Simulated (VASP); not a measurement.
# In3As (Pm-3m) in VASP: a series of runs

In3As is run at these levels: LDA; tasks: single point, relaxation of volume and atoms at fixed shape.

All numbers are computed with VASP 6.6.1; they aren't measurements. Logs are shortened: lines on timing, memory, paths and dates and some standing lists are left out, and cuts for length are marked.

### 1 The cell of the first run

It takes space group Pm-3m (No. 221, cubic). Conventional cell: a = 4.525 Å, b = 4.525 Å, c = 4.525 Å, α = 90.00°, β = 90.00°, γ = 90.00°. In (site symmetry 4/mmm) has 8 In at 3.20 Å and 4 As at 3.20 Å within 4.2 Å. Within 4.2 Å of As (site symmetry m-3m) lie 12 In at 3.20 Å.

### 2 Single point, LDA

Contents of INCAR:

```
  PREC = Accurate
  ENCUT = 520
  EDIFF = 1E-7
  ISMEAR = 1
  SIGMA = 0.05
  LREAL = F
  LASPH = T
  NELM = 80
  ALGO = Normal
  ISIF = 2
  LWAVE = F
  LCHARG = F
  GGA = CA
  NBANDS = 30
```

Contents of KPOINTS:

```
Automatic mesh
0
Gamma
  9 9 9
```

Contents of POSCAR:

```
In3As
1.0
    4.5254385745      0.0000000000      0.0000000000
    0.0000000000      4.5254385745      0.0000000000
    0.0000000000      0.0000000000      4.5254385745
In As
3 1
Direct
    0.0000000000      0.5000000000      0.5000000000
    0.5000000000      0.0000000000      0.5000000000
    0.5000000000      0.5000000000      0.0000000000
    0.0000000000      0.0000000000      0.0000000000
```

Potentials or basis: VASP PAW LDA potentials, release 64 (In_d, As).

Command:

```sh
$ cat potpaw_LDA.64/In_d/POTCAR potpaw_LDA.64/As/POTCAR > POTCAR
$ mpirun -np 1 vasp_std > vasp.out
```

OUTCAR:

```text
PREC = Accurate
   ENCUT = 520
   EDIFF = 1E-7
   ISMEAR = 1
   LREAL = F
   LASPH = T
   NELM = 80
   ISIF = 2
   GGA = CA

 ion  position               nearest neighbor table
   1  0.000  0.500  0.500-   2 3.20   3 3.20   4 3.20   3 3.20   4 3.20   2 3.20   4 3.20   4 3.20
                             2 3.20   3 3.20   3 3.20   2 3.20
   2  0.500  0.000  0.500-   1 3.20   3 3.20   4 3.20   3 3.20   4 3.20   1 3.20   3 3.20   3 3.20
                             1 3.20   4 3.20   4 3.20   1 3.20
   3  0.500  0.500  0.000-   1 3.20   2 3.20   4 3.20   1 3.20   2 3.20   2 3.20   4 3.20   2 3.20
                             1 3.20   4 3.20   1 3.20   4 3.20
   4  0.000  0.000  0.000-   1 3.20   2 3.20   3 3.20   1 3.20   2 3.20   1 3.20   3 3.20   1 3.20
                             2 3.20   3 3.20   2 3.20   3 3.20

  LATTYP: Found a simple cubic cell.
 ALAT       =     4.5254385745

  Lattice vectors:

 A1 = (   4.5254385745,   0.0000000000,   0.0000000000)
 A2 = (   0.0000000000,   4.5254385745,   0.0000000000)
 A3 = (   0.0000000000,   0.0000000000,   4.5254385745)

Analysis of symmetry for initial positions (statically):
=====================================================================
 Subroutine PRICEL returns:
 Original cell was already a primitive cell.

 Routine SETGRP: Setting up the symmetry group for a
 simple cubic supercell.

 Subroutine GETGRP returns: Found 48 space group operations
 (whereof 48 operations were pure point group operations)
 out of a pool of 48 trial point group operations.

The static configuration has the point symmetry O_h .

Analysis of symmetry for dynamics (positions and initial velocities):
=====================================================================
 Subroutine PRICEL returns:
 Original cell was already a primitive cell.

 Routine SETGRP: Setting up the symmetry group for a
 simple cubic supercell.

 Subroutine GETGRP returns: Found 48 space group operations
 (whereof 48 operations were pure point group operations)
 out of a pool of 48 trial point group operations.

The dynamic configuration has the point symmetry O_h .

 Subroutine INISYM returns: Found 48 space group operations
 (whereof 48 operations are pure point group operations),
 and found     1 'primitive' translations

----------------------------------------------------------------------------------------

                                     Primitive cell

  volume of cell :      92.6791

  direct lattice vectors                    reciprocal lattice vectors
     4.525438574  0.000000000  0.000000000     0.220973058  0.000000000  0.000000000
     0.000000000  4.525438574  0.000000000     0.000000000  0.220973058  0.000000000
     0.000000000  0.000000000  4.525438574     0.000000000  0.000000000  0.220973058

  length of vectors
     4.525438574  4.525438574  4.525438574     0.220973058  0.220973058  0.220973058

  position of ions in fractional coordinates (direct lattice)
     0.000000000  0.500000000  0.500000000
     0.500000000  0.000000000  0.500000000
     0.500000000  0.500000000  0.000000000
     0.000000000  0.000000000  0.000000000

  ion indices of the primitive-cell ions
   primitive index   ion index
                 1           1
                 2           2
                 3           3
                 4           4

----------------------------------------------------------------------------------------

 KPOINTS: Automatic mesh

Automatic generation of k-mesh.
 Grid dimensions read from file:
 generate k-points for:    9    9    9

 Generating k-lattice:

  Cartesian coordinates                     Fractional coordinates (reciprocal lattice)
     0.024552562  0.000000000  0.000000000     0.111111111  0.000000000  0.000000000
     0.000000000  0.024552562  0.000000000     0.000000000  0.111111111  0.000000000
     0.000000000  0.000000000  0.024552562     0.000000000  0.000000000  0.111111111

  Length of vectors
     0.024552562  0.024552562  0.024552562

  Shift w.r.t. Gamma in fractional coordinates (k-lattice)
     0.000000000  0.000000000  0.000000000

 Subroutine IBZKPT returns following result:
 ===========================================

 Found     35 irreducible k-points:

 Following reciprocal coordinates:
            Coordinates               Weight
  0.000000  0.000000  0.000000      1.000000
  0.111111  0.000000  0.000000      6.000000
  0.222222  0.000000  0.000000      6.000000
  0.333333  0.000000  0.000000      6.000000
  0.444444  0.000000  0.000000      6.000000
  0.111111  0.111111  0.000000     12.000000
[... 16 lines left out ...]
  0.333333  0.333333  0.111111     24.000000
  0.444444  0.333333  0.111111     48.000000
 [... further k-points ...]
   k-points           NKPTS =     35   k-points in BZ     NKDIM =     35   number of bands    NBANDS=     30
   number of dos      NEDOS =    301   number of ions     NIONS =      4
   total plane-waves  NPLWV =  46656
   dimension x,y,z NGX =    36 NGY =   36 NGZ =   36
   dimension x,y,z NGXF=    72 NGYF=   72 NGZF=   72
   ions per type =               3   1
   NGX,Y,Z   is equivalent  to a cutoff of  13.22, 13.22, 13.22 a.u.
   NGXF,Y,Z  is equivalent  to a cutoff of  26.45, 26.45, 26.45 a.u.
 SYSTEM =  unknown system
   PREC   = accura    normal or accurate (medium, high low for compatibility)
   ISTART =      0    job   : 0-new  1-cont  2-samecut
   ICHARG =      2    charge: 1-file 2-atom 10-const
   ISPIN  =      1    spin polarized calculation?
   LNONCOLLINEAR =      F non collinear calculations
   LSORBIT =      F    spin-orbit coupling
   LASPH  =      T    aspherical Exc in radial PAW
   ENCUT  =  520.0 eV  38.22 Ry    6.18 a.u.   8.41  8.41  8.41*2*pi/ulx,y,z
   NELM   =     80;   NELMIN=  2; NELMDL= -5     # of ELM steps
   EDIFF  = 0.1E-06   stopping-criterion for ELM
   LREAL  =      F    real-space projection
   EDIFFG = 0.1E-05   stopping-criterion for IOM
   NSW    =      0    number of steps for IOM
   IBRION =     -1    ionic relax: 0-MD 1-quasi-New 2-CG
   NFREE  =      0    steps in history (QN), initial steepest desc. (CG)
   ISIF   =      2    stress and relaxation
   ISYM   =      2    0-nonsym 1-usesym 2-fastsym
   POTIM  = 0.5000    time-step for ionic-motion
   TEBEG  =    0.0;   TEEND  =   0.0 temperature during run
   PSTRESS=    0.0 pullay stress
   NELECT =      44.0000    total number of electrons
   NUPDOWN=      -1.0000    fix difference up-down
   EMIN   =  10.00;   EMAX   =-10.00  energy-range for DOS
   EFERMI =   0.00;   METHOD = LEGACY
   ISMEAR =     1;   SIGMA  =   0.05  broadening in eV -4-tet -1-fermi 0-gaus
   EFERMI_NEDOS =   21; number of points for ismear=-14 and -15
   IALGO  =     38    algorithm
   IMIX   =      4    mixing-type and parameters
     AMIX     =   0.40;   BMIX     =  1.00
     AMIX_MAG =   1.60;   BMIX_MAG =  1.00
  volume/ion in A,a.u.               =      23.17       156.36
  Fermi-wavevector in a.u.,A,eV,Ry     =   1.277120  2.413407 22.191586  1.631036
  Thomas-Fermi vector in A             =   2.409738
   LORBIT       =      0    0 simple, 1 ext, 2 COOP (PROOUT), +10 PAW based schemes
   GGA     = CA    functional components
   LHFCALC =     F    Hartree Fock is set to
   AEXX    =    0.0000 exact exchange contribution
   IVDW    =     0    specifies the selected vdW correction
   LEPSILON=     F    determine dielectric tensor
   LRPA    =     F    only Hartree local field effects (RPA)
 non-spin polarized calculation
 Methfessel and Paxton  Order N= 1 SIGMA  =   0.05
  energy-cutoff  :      520.00
  volume of cell :       92.68
 maximum number of plane-waves:      2517
 NGX is ok and might be reduce to    36
   NGX = 17   NGY = 17   NGZ = 17

 number of electron      44.0000041 magnetization

 Free energy of the ion-electron system (eV)
  ---------------------------------------------------
  ext. energy  EPLUGINS =         0.00000000
  ---------------------------------------------------
  free energy    TOTEN  =       -14.70850383 eV

  energy without entropy =      -14.70857448  energy(sigma->0) =      -14.70852738

 E-fermi :   7.4995     XC(G=0): -10.8447

 val. band max:        7.4779610427   @ k =   0.4444   0.3333   0.1111
 cond. band min:       7.5035657533   @ k =   0.3333   0.3333   0.3333
 fundamental gap:      0.0256047106
 Fermi energy:         7.4994687110

 k-point     1 :       0.0000    0.0000    0.0000
  band No.  band energies     occupation
      1      -7.3042      2.00000
      2      -7.2711      2.00000
      3      -7.2711      2.00000
      4      -7.2711      2.00000
      5      -7.0614      2.00000
      6      -7.0614      2.00000
[... 22 lines left out ...]
     29      13.9216      0.00000
     30      15.0903      0.00000

 k-point     2 :       0.1111    0.0000    0.0000
  band No.  band energies     occupation
      1      -7.2878      2.00000
      2      -7.2676      2.00000
      3      -7.2537      2.00000
      4      -7.2537      2.00000
      5      -7.0588      2.00000
      6      -7.0488      2.00000
[... 22 lines left out ...]
     29      14.3018      0.00000
     30      15.1417      0.00000

 k-point     3 :       0.2222    0.0000    0.0000
  band No.  band energies     occupation
      1      -7.2587      2.00000
      2      -7.2418      2.00000
      3      -7.2032      2.00000
      4      -7.2032      2.00000
      5      -7.0516      2.00000
      6      -7.0135      2.00000
[... 22 lines left out ...]
     29      14.9563      0.00000
     30      15.2916      0.00000

 k-point     4 :       0.3333    0.0000    0.0000
  band No.  band energies     occupation
      1      -7.2480      2.00000
      2      -7.1779      2.00000
      3      -7.1246      2.00000
      4      -7.1246      2.00000
      5      -7.0409      2.00000
      6      -6.9638      2.00000
[... 616 lines left out ...]
     29      13.3469      0.00000
     30      14.0958      0.00000

 k-point    23 :       0.3333    0.3333    0.1111
  band No.  band energies     occupation
      1      -7.1684      2.00000
      2      -7.1220      2.00000
      3      -7.0786      2.00000
      4      -7.0266      2.00000
      5      -7.0187      2.00000
      6      -7.0058      2.00000
[... 22 lines left out ...]
     29      13.1379      0.00000
     30      13.6711      0.00000

 k-point    24 :       0.4444    0.3333    0.1111
  band No.  band energies     occupation
      1      -7.1361      2.00000
      2      -7.1005      2.00000
      3      -7.0659      2.00000
      4      -7.0401      2.00000
      5      -7.0078      2.00000
      6      -6.9704      2.00000
[... 22 lines left out ...]
     29      13.2129      0.00000
     30      14.4620      0.00000

 [... further k-points ...]
[... 5 lines left out ...]
  --------------------------------------------------------------------------------------
  -------------------------------------------------------------------------------------
  Total        0.0475366      0.0475366      0.0475366      0.0000000      0.0000000      0.0000000
  in kB        0.8217827      0.8217827      0.8217827      0.0000000      0.0000000      0.0000000
  external PRESSURE =       0.8217827 kB  Pullay stress =       0.0000000 kB

 VOLUME and BASIS-vectors are now :
 -----------------------------------------------------------------------------
  energy-cutoff  :      520.00
  volume of cell :       92.68
      direct lattice vectors                 reciprocal lattice vectors
     4.525438574  0.000000000  0.000000000     0.220973058  0.000000000  0.000000000
     0.000000000  4.525438574  0.000000000     0.000000000  0.220973058  0.000000000
     0.000000000  0.000000000  4.525438574     0.000000000  0.000000000  0.220973058

 POSITION                                       TOTAL-FORCE (eV/Angst)
 -----------------------------------------------------------------------------------
      0.00000      2.26272      2.26272         0.000000      0.000000      0.000000
      2.26272      0.00000      2.26272         0.000000      0.000000      0.000000
      2.26272      2.26272      0.00000         0.000000      0.000000      0.000000
      0.00000      0.00000      0.00000         0.000000      0.000000      0.000000
 -----------------------------------------------------------------------------------
    total drift:                                0.000000      0.000000      0.000000

  FREE ENERGIE OF THE ION-ELECTRON SYSTEM (eV)
  ---------------------------------------------------
  free  energy   TOTEN  =       -14.7085038301 eV

  energy  without entropy=      -14.7085744791  energy(sigma->0) =      -14.70852738
```

Run time: 36 s. Hardware: 1 thread of Intel Xeon 6975P-C (Granite Rapids), shared host; peak memory 0.21 GiB.

Results:

```
Free energy            : -14.7085 eV
Pressure               : 0.1 GPa
Band gap on the k mesh : zero (bands 22 and 23 overlap by 3.54 eV)
```

Caveat: spin-orbit coupling is left out, which moves the levels of the heavy elements.

(Part 1 of 2 ends here.)
